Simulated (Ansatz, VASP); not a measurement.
GaP: VASP beside Ansatz

File INCAR:

```
SYSTEM = GaP
ALGO = Normal
EDIFF = 1E-6
ENCUT = 520
GGA = PE
ISIF = 2
ISMEAR = 0
LASPH = .True.
LCHARG = .True.
LELF = .True.
LREAL = .False.
LVHAR = .True.
LWAVE = .False.
NBANDS = 16
NELM = 60
PREC = Accurate
SIGMA = 0.01
```

KPOINTS

```
k-points
0
Gamma
  4 4 4
  0 0 0
```

The input POSCAR:

```
GaP
1.0
    0.0000000000      2.7252500000      2.7252500000
    2.7252500000      0.0000000000      2.7252500000
    2.7252500000      2.7252500000      0.0000000000
Ga P
1 1
Direct
    0.0000000000      0.0000000000      0.0000000000
    0.2500000000      0.2500000000      0.2500000000
```

Input for Ansatz:

```yaml
crystal:
  lattice:
    - [0.0, 2.72525, 2.72525]
    - [2.72525, 0.0, 2.72525]
    - [2.72525, 2.72525, 0.0]
  atoms:
    - { symbol: Ga, position: [0.0, 0.0, 0.0] }
    - { symbol: P, position: [0.25, 0.25, 0.25] }
basis:
  ecutwfc: 571.4391111657479
kpoints:
  mp_grid:
    grid: [4, 4, 4]
hamiltonian:
  xc: pbe
scf:
  occupations:
    method: fixed
output:
  eigenvalues: true
```

Alike in both runs: task single point; functional PBE; k mesh 4 × 4 × 4; no spin polarisation.

|  | VASP | Ansatz |
| --- | --- | --- |
| version | VASP 6.6.1 | Ansatz 0.2.0 |
| potentials or method | VASP PAW PBE potentials, release 64 (Ga_d, P), cutoff 520 eV | plane waves, PAW |
| occupations | gaussian, width 0.01 eV | fixed |
| valence electrons in the cell | 18 | 18 |

|  | VASP | Ansatz | Ansatz less VASP |
| --- | --- | --- | --- |
| gap on the k mesh at the Fermi level (eV) | 1.63 | 1.63 | 0.000 |

The k mesh is coarse, so the values compare programs but aren't converged.
